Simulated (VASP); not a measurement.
Crystal: KBr.

```xyz
4
Lattice="5.5229 0.0000 0.0000 -2.7614 4.7830 0.0000 0.0000 0.0000 6.7787" Properties=species:S:1:pos:R:3 pbc="T T T"
K     2.7614    1.5943    1.6947
K     0.0000    3.1886    5.0840
Br    0.0000    3.1886    1.6947
Br    2.7614    1.5943    5.0840
```

- Program: VASP 6.6.1
- Task: relaxation of cell and atoms
- Functional: PBE
- Potentials or basis: VASP PAW PBE potentials, release 64 (K_sv, Br)
- Cutoff: 600 eV
- k mesh: 6 × 6 × 4
- Occupations: gaussian, width 0.02 eV
- Spin: no spin polarisation

At the start: pressure 0.4 GPa; volume 44.77 Å³/atom.

Problem. How do energy, volume and symmetry change on relaxing?

Solution. Over 6 steps the energy falls by 6.7 meV/atom and the volume is 46.46 Å³/atom (+3.8 %); space group P6_3/mmc (No. 194, to 0.05 Å).

The path:
| step | energy change (eV) | largest force (eV/Å) | pressure (GPa) | volume (Å³) |
| --- | --- | --- | --- | --- |
| 1 | 0.0000 | 0.0000 | 0.44 | 179.06 |
| 2 | -0.0157 | 0.0000 | 0.21 | 182.28 |
| 3 | -0.0250 | 0.0000 | -0.07 | 186.98 |
| 4 | -0.0252 | 0.0000 | -0.12 | 187.73 |
| 5 | -0.0264 | 0.0000 | -0.05 | 186.74 |
| 6 | -0.0268 | 0.0000 | 0.01 | 185.83 |

Final structure:
```
CELL_PARAMETERS angstrom
5.68248 0.00000 0.00000
-2.84124 4.92117 0.00000
0.00000 0.00000 6.64534
ATOMIC_POSITIONS crystal
K 0.66667 0.33333 0.25000
K 0.33333 0.66667 0.75000
Br 0.33333 0.66667 0.25000
Br 0.66667 0.33333 0.75000
```
